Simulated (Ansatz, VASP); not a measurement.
## One calculation of CdS, two programs

INCAR

```
PREC = Accurate ; ENCUT = 520
EDIFF = 1E-6 ; ISMEAR = 0
SIGMA = 0.01 ; LREAL = F
LASPH = T ; NELM = 80
ALGO = Normal ; ISIF = 2
LWAVE = F ; LCHARG = F
GGA = PS ; NBANDS = 26
```

Contents of KPOINTS:

```
Automatic mesh
0
Gamma
  9 9 4
```

POSCAR

```
CdS
1.0
    4.1245340297      0.0000000000      0.0000000000
   -2.0622670149      3.5719512485      0.0000000000
    0.0000000000      0.0000000000      6.7092066191
Cd S
2 2
Direct
    0.3333333333      0.6666666667     -0.0090731568
    0.6666666667      0.3333333333      0.4909268432
    0.3333333333      0.6666666667      0.3860731568
    0.6666666667      0.3333333333      0.8860731568
```

Input for Ansatz:

```yaml
crystal:
  lattice:
    - [4.1245340297, 0.0, 0.0]
    - [-2.0622670149, 3.5719512485, 0.0]
    - [0.0, 0.0, 6.7092066191]
  atoms:
    - { symbol: Cd, position: [0.3333333333, 0.6666666667, -0.0090731568] }
    - { symbol: Cd, position: [0.6666666667, 0.3333333333, 0.4909268432] }
    - { symbol: S, position: [0.3333333333, 0.6666666667, 0.3860731568] }
    - { symbol: S, position: [0.6666666667, 0.3333333333, 0.8860731568] }
basis:
  ecutwfc: 420
  xc_grid: 2
kpoints:
  mp_grid: { grid: [9, 9, 4] }
hamiltonian:
  xc: pbesol
  pseudopotentials: { kind: paw, azcp: { folder: soft_1 } }
scf:
  occupations: { method: fixed }
output:
  forces: true
  stress: true
  eigenvalues: true
  polarization: {}
```

Change from the starting cell: polar distortion scaled by 0.85.

Alike in both runs: task single point; functional PBEsol; k mesh 9 × 9 × 4; no spin polarisation.

|  | VASP | Ansatz |
| --- | --- | --- |
| version | VASP 6.6.1 | Ansatz 0.2.0 |
| potentials or method | VASP PAW PBE potentials, release 64 (Cd, S), cutoff 520 eV | scalar-relativistic, plane waves, PAW |
| occupations | gaussian, width 0.01 eV | fixed |
| valence electrons in the cell | 36 | 52 |

```csv
,VASP,Ansatz,Ansatz less VASP
gap on the k mesh at the Fermi level (eV),1.15,1.14,-0.006
least direct gap on the mesh (eV),1.15,1.14,-0.006
pressure (GPa),0.7,0.3,-0.40
"traceless stress, the component that is largest in VASP (GPa)",-2.57,-2.46,+0.109
rms of the force components (eV/Å),0.264,0.256,-0.0083
```

VASP's potentials were made for PBE, not for PBEsol, and Ansatz warns of the same on its side. Atom by atom the forces differ by 0.008 eV/Å (rms over components). VASP's potentials hold 36 valence electrons a cell and Ansatz's 52, so a difference there can come from the potentials and not from the codes.
